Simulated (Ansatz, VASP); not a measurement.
# One calculation of Y2Si2F, two programs

File INCAR:

```
  PREC = Accurate
  ENCUT = 520
  EDIFF = 1E-6
  ISMEAR = 0
  SIGMA = 0.1
  LREAL = False
  LASPH = True
  NELM = 60
  ALGO = Normal
  ISIF = 2
  LWAVE = False
  LCHARG = False
  GGA = PE
  NBANDS = 26
```

The input KPOINTS:

```
regular mesh
0
Gamma
  6 6 6
```

File POSCAR:

```
Y2Si2F
1.0
   -2.0844858900      2.0844858900      4.9490397500
    2.0844858900     -2.0844858900      4.9490397500
    2.0844858900      2.0844858900     -4.9490397500
Y Si F
2 2 1
Direct
    0.3709999900      0.3709999900      0.0000000000
    0.6290000100      0.6290000100      0.0000000000
    0.7500000000      0.2500000000      0.5000000000
    0.2500000000      0.7500000000      0.5000000000
    0.0000000000      0.0000000000      0.0000000000
```

Input for Ansatz:

```yaml
crystal:
  lattice:
    - [-2.08448589, 2.08448589, 4.94903975]
    - [2.08448589, -2.08448589, 4.94903975]
    - [2.08448589, 2.08448589, -4.94903975]
  atoms:
    - { symbol: "Y", position: [0.37099999, 0.37099999, 0.0] }
    - { symbol: "Y", position: [0.62900001, 0.62900001, 0.0] }
    - { symbol: Si, position: [0.75, 0.25, 0.5] }
    - { symbol: Si, position: [0.25, 0.75, 0.5] }
    - { symbol: F, position: [0.0, 0.0, 0.0] }
basis:
  ecutwfc: 420
kpoints:
  mp_grid: { grid: [6, 6, 6] }
hamiltonian:
  xc: pbe
scf:
  occupations: { method: gaussian, width: 0.1 }
  lower_state_search: "off"
output:
  forces: true
  stress: true
  eigenvalues: true
```

Change from the starting cell: species swapped into the CeSi2Ni2 type (I4/mmm, No. 139).

Alike in both runs: task single point; functional PBE; k mesh 6 × 6 × 6; occupations gaussian, width 0.1 eV; no spin polarisation.

```csv
,VASP,Ansatz
version,VASP 6.6.1,Ansatz 0.2.0
potentials or method,"VASP PAW PBE potentials, release 64 (Y_sv, Si, F), cutoff 520 eV","scalar-relativistic, plane waves, PAW"
valence electrons in the cell,37,37
```

Ansatz gave:

```
gap on the k mesh at the Fermi level (eV) : none
rms of the force components (eV/Å)        : 0.788
```

**Question.** Which values does VASP return?

**Answer.** gap on the k mesh at the Fermi level (eV): none; rms of the force components (eV/Å): 0.784.

Atom by atom the forces differ by 0.004 eV/Å (rms over components). A gap of «none» marks a metal or a gap that the smearing closes.
